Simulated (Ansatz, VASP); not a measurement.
## Ti in VASP and in Ansatz

File INCAR:

```
PREC = Accurate
ENCUT = 520
EDIFF = 1E-6
ISMEAR = -1
SIGMA = 0.1
LREAL = False
LASPH = True
NELM = 100
ALGO = Normal
ISIF = 2
LWAVE = False
LCHARG = False
GGA = PE
NBANDS = 19
```

KPOINTS

```
regular mesh
0
Gamma
  8 8 4
```

POSCAR

```
Ti
1.0
    2.9390756844      0.0000000000      0.0000000000
   -1.4695378422      2.5453142064      0.0000000000
    0.0000000000      0.0000000000      4.6559893251
Ti
2
Direct
    0.3333333333      0.6666666667      0.2500000000
    0.6666666667      0.3333333333      0.7500000000
```

Input for Ansatz:

```yaml
crystal:
  lattice:
    - [2.9390756844, 0.0, 0.0]
    - [-1.4695378422, 2.5453142064, 0.0]
    - [0.0, 0.0, 4.6559893251]
  atoms:
    - { symbol: Ti, position: [0.3333333333, 0.6666666667, 0.25] }
    - { symbol: Ti, position: [0.6666666667, 0.3333333333, 0.75] }
hamiltonian:
  xc: pbe
  pseudopotentials:
    kind: paw
    azcp:
      Ti: "pseudopotentials/Ti.paw.azcp"
basis:
  ecutwfc: 420
  fft_grid_basis: typed
kpoints:
  mp_grid: { grid: [8, 8, 4], shift: [0, 0, 0] }
magnetization:
  spin_polarized: false
scf:
  occupations: { method: fermi_dirac, width: 0.1 }
  lower_state_search: "off"
output:
  stress: true
```

Alike in both runs: task single point; functional PBE; k mesh 8 × 8 × 4; occupations fermi-dirac, width 0.1 eV; no spin polarisation.

```csv
,VASP,Ansatz
version,VASP 6.6.1,Ansatz 0.2.0
potentials or method,"VASP PAW PBE potentials, release 64 (Ti_sv), cutoff 520 eV","plane waves (420 eV) with PAW, scalar-relativistic"
valence electrons in the cell,24,24
```

Ansatz gave:

| Item | Value |
| --- | --- |
| pressure (GPa) | -0.1 |
| traceless stress, the component that is largest in VASP (GPa) | -0.23 |

**Question.** Estimate VASP's values.

**Answer.** Pressure (GPa): -0.4; traceless stress, the component that is largest in VASP (GPa): -0.24.
